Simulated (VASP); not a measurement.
Ho2Sb2N, 5 atoms in the cell. The structure is orthorhombic, space group Immm (No. 71). Conventional cell: a = 3.343 Å, b = 7.789 Å, c = 8.929 Å, α = 90.00°, β = 90.00°, γ = 90.00°. Within 3.0 Å of Ho (site symmetry m2m) lie 2 N at 2.29 Å. Sb (site symmetry mm2) has 3 Sb at 3.07 to 3.34 Å and 6 Ho at 3.25 to 3.32 Å and 2 N at 3.37 Å within 4.0 Å. N (site symmetry mmm) has 4 Ho at 2.29 Å within 3.0 Å. 

* Program: VASP 6.6.1
* Task: single point
* Functional: PBE
* Potentials or basis: VASP PAW PBE potentials, release 64 (Ho_3, Sb, N), 4f in core
* Cutoff: 600 eV
* k mesh: 10 × 10 × 10
* Occupations: gaussian, width 0.1 eV
* Spin: no spin polarisation
* Dipole correction: no
* Further INCAR settings: ALGO = Normal; EDIFF = 1e-06; NBANDS = 24

Potentials or basis: VASP PAW PBE potentials, release 64 (Ho_3, Sb, N), 4f in core.

Command:

```sh
$ cat potpaw_PBE.64/Ho_3/POTCAR potpaw_PBE.64/Sb/POTCAR potpaw_PBE.64/N/POTCAR > POTCAR
$ mpirun -np 1 vasp_std > vasp.out
```

Hardware: 1 thread of AMD EPYC 7R43 64-Core Processor (Zen 3), with other jobs on the host.

**Question.** How long does it take, and how much memory?

**Answer.** Run time: 18 min on 1 thread of AMD EPYC 7R43 64-Core Processor (Zen 3), with other jobs on the host, peak memory 0.72 GiB. Counts: scf iterations 14, k points 171.
